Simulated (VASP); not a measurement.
Here is a VASP 6.6.1 calculation.

POSCAR

```
C
1.0
    2.4880133891      0.0000000000      0.0000000000
   -1.2440066945      2.1546827999      0.0000000000
    0.0000000000      0.0000000000      8.1257741910
C
8
Direct
    0.6666666667      0.3333333333      0.8437500000
    0.3333333333      0.6666666667      0.3437500000
    0.6666666667      0.3333333333      0.6562500000
    0.3333333333      0.6666666667      0.1562500000
    0.0000000000      0.0000000000      0.9062500000
    0.0000000000      0.0000000000      0.4062500000
    0.0000000000      0.0000000000      0.5937500000
    0.0000000000      0.0000000000      0.0937500000
```

INCAR.step1

```
SYSTEM = C
  PREC = Accurate
  ENCUT = 520
  ISMEAR = -1
  SIGMA = 0.05
  LREAL = .FALSE.
  LASPH = .TRUE.
  NELM = 100
  NBANDS = 26
  GGA = PE
  ALGO = Normal
  EDIFF = 1E-4
  LWAVE = .TRUE.
  LCHARG = .FALSE.
```

File INCAR.step2:

```
SYSTEM = C
  PREC = Accurate
  ENCUT = 520
  EDIFF = 1E-7
  ISMEAR = -1
  SIGMA = 0.05
  LREAL = .FALSE.
  LASPH = .TRUE.
  NELM = 100
  ALGO = Normal
  ISIF = 2
  LWAVE = .FALSE.
  LCHARG = .FALSE.
  METAGGA = R2SCAN
  LMIXTAU = .TRUE.
  LUSE_VDW = .TRUE.
  IVDW_NL = 2
  BPARAM = 11.95
  CPARAM = 0.0093
  NBANDS = 26
  ISTART = 1
```

The input KPOINTS:

```
regular mesh
0
G
  12 12 4
  0 0 0
```

Potentials or basis: VASP PAW PBE potentials, release 64 (C).

Run with:

```sh
$ cat potpaw_PBE.64/C/POTCAR > POTCAR
$ cp INCAR.step1 INCAR
$ mpirun -np 1 vasp_std > vasp.out
$ cp INCAR.step2 INCAR
$ mpirun -np 1 vasp_std > vasp.out
```

Estimate the largest force.

0.392 eV/Å.

Estimate the pressure.

18.0 GPa.

Stress tensor (GPa, compression positive):
```
13.09  0.00  0.00
 0.00 13.09  0.00
 0.00  0.00 27.78
```

Caveat: the PAW data sets were made with another functional, which shifts forces and pressure a little.
